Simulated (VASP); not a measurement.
Wanted: the native input for a VASP 6.6.1 run.

* Task: relaxation of cell and atoms
* Functional: PBEsol
* Potentials or basis: VASP PAW PBE potentials, release 64 (Si, C)
* Cutoff: 600 eV
* k mesh: 12 × 12 × 6
* Occupations: gaussian, width 0.02 eV
* Spin: no spin polarisation
* Dipole correction: no
* Further INCAR settings: ALGO = Normal; EDIFF = 1e-06; IBRION = 2; EDIFFG = -0.01; NSW = 80; ISIF = 3

The structure of SiC lies in POSCAR:

```
SiC
1.0
    3.0765310233      0.0000000000      0.0000000000
   -1.5382655116      2.6643540217      0.0000000000
    0.0000000000      0.0000000000      5.0498693296
Si C
2 2
Direct
    0.6666666667      0.3333333333      0.8754307455
    0.3333333333      0.6666666667      0.3754307455
    0.6666666667      0.3333333333      0.4995682545
    0.3333333333      0.6666666667     -0.0004317455
```

One way to write it, as run:

INCAR

```
SYSTEM = SiC
PREC = Accurate
ENCUT = 600
EDIFF = 1E-6
ISMEAR = 0
SIGMA = 0.02
LREAL = .FALSE.
LASPH = .TRUE.
NELM = 60
ALGO = Normal
ISIF = 3
LWAVE = .FALSE.
LCHARG = .FALSE.
GGA = PS
IBRION = 2
NSW = 80
EDIFFG = -0.01
```

KPOINTS

```
Automatic mesh
0
G
  12 12 6
  0 0 0
```

Potentials or basis: VASP PAW PBE potentials, release 64 (Si, C).

Launch:

```console
$ cat potpaw_PBE.64/Si/POTCAR potpaw_PBE.64/C/POTCAR > POTCAR
$ mpirun -np 1 vasp_std > vasp.out
```

It gave:

* Pressure after relaxing: 0.0 GPa
* Largest force after relaxing: 0.007 eV/Å
* Band gap on the k mesh: 2.12 eV, indirect (least direct gap 3.85 eV)

Caveat: the relaxation stopped at its first step, so nothing moved; the PAW data sets were made with another functional, which shifts forces and pressure a little.

It used 85 s of CPU time on 1 thread of AMD EPYC 7R13 Processor (Zen 3) (shared host).
